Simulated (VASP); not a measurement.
**TiSi16 (a cell with a defect): single point with LDA**

System: TiSi16 (a cell with a defect).

```
Si Ti
1.0
     0.00000    5.43000    5.43000
     5.43000    0.00000    5.43000
     5.43000    5.43000    0.00000
Si Ti
16 1
Direct
  0.01033 0.97647 0.01062
  0.12490 0.12008 0.12517
  0.00848 0.00797 0.49899
  0.14877 0.12443 0.61514
  0.98331 0.49292 0.98340
  0.10809 0.61769 0.10708
  0.00963 0.51962 0.46628
  0.12442 0.63413 0.60998
  0.49866 0.00839 0.00985
  0.61530 0.12498 0.14973
  0.51328 0.02324 0.51464
  0.63775 0.14759 0.63891
  0.46683 0.52023 0.01051
  0.61047 0.63463 0.12519
  0.49825 0.51833 0.49900
  0.61471 0.65870 0.61509
  0.83837 0.34811 0.83814
```

| Item | Value |
| --- | --- |
| Program | VASP 6.6.1 |
| Task | single point |
| Functional | LDA |
| Potentials or basis | VASP PAW LDA potentials, release 64 (Si, Ti_sv) |
| Cutoff | 520 eV |
| k mesh | 2 × 2 × 2 |
| Occupations | gaussian, width 0.02 eV |
| Spin | no spin polarisation |

```json
{"Pressure": "0.8 GPa", "Largest force": "1.960 eV/Å", "Band gap on the k mesh": "zero (bands 38 and 39 overlap by 0.31 eV)"}
```

Forces in eV/Å, atoms in the order of the input:
```
Si  -0.125 -0.047 -0.117
Si  -0.081 -0.044 -0.079
Si  -0.023 -0.088 -0.090
Si   0.059 -0.085 -0.082
Si  -0.033 -0.034 -0.036
Si  -0.085 -0.088 -0.087
Si  -0.123 -0.120 -0.055
Si  -0.078 -0.077 -0.048
Si  -0.089 -0.091 -0.024
Si  -0.086 -0.090  0.055
Si  -0.071 -0.074 -0.068
Si  -0.125 -0.126 -0.130
Si  -0.048 -0.125 -0.120
Si  -0.044 -0.079 -0.079
Si  -0.090 -0.022 -0.090
Si  -0.084  0.055 -0.085
Ti   1.126  1.135  1.134
```

Stress tensor (GPa, compression positive):
```
 0.82 -0.63 -0.59
-0.63  0.81 -0.59
-0.59 -0.59  0.82
```

Levels at points of the mesh, in eV from the Fermi level:
```csv
k point,band 35,band 36,band 37,band 38,band 39,band 40,band 41,band 42
"(0.00, 0.00, 0.00)",-1.14,-0.67,-0.53,-0.24,-0.23,-0.06,-0.06,0.09
"(0.50, 0.00, 0.00)",-1.32,-1.24,-0.38,0.00,0.17,0.61,0.62,0.76
"(0.00, 0.50, 0.00)",-1.32,-1.24,-0.38,0.00,0.17,0.61,0.62,0.76
"(0.00, 0.00, 0.50)",-1.33,-1.25,-0.38,-0.01,0.17,0.61,0.63,0.76
"(0.50, 0.50, 0.50)",-1.28,-1.28,-0.20,-0.19,-0.16,0.70,0.70,0.72
"(0.50, 0.50, 0.00)",-1.81,-1.74,-0.24,0.08,0.29,0.58,0.90,1.00
"(0.00, 0.50, 0.50)",-1.81,-1.74,-0.25,0.07,0.29,0.58,0.90,1.00
"(0.50, 0.00, 0.50)",-1.81,-1.74,-0.25,0.07,0.29,0.58,0.90,1.00
```

Run time: 110 s on 1 thread of Intel(R) Xeon(R) 6975P-C (Granite Rapids), with other jobs on the host, peak memory 0.38 GiB.

Caveat: the k points lie up to 0.50 Å⁻¹ apart.
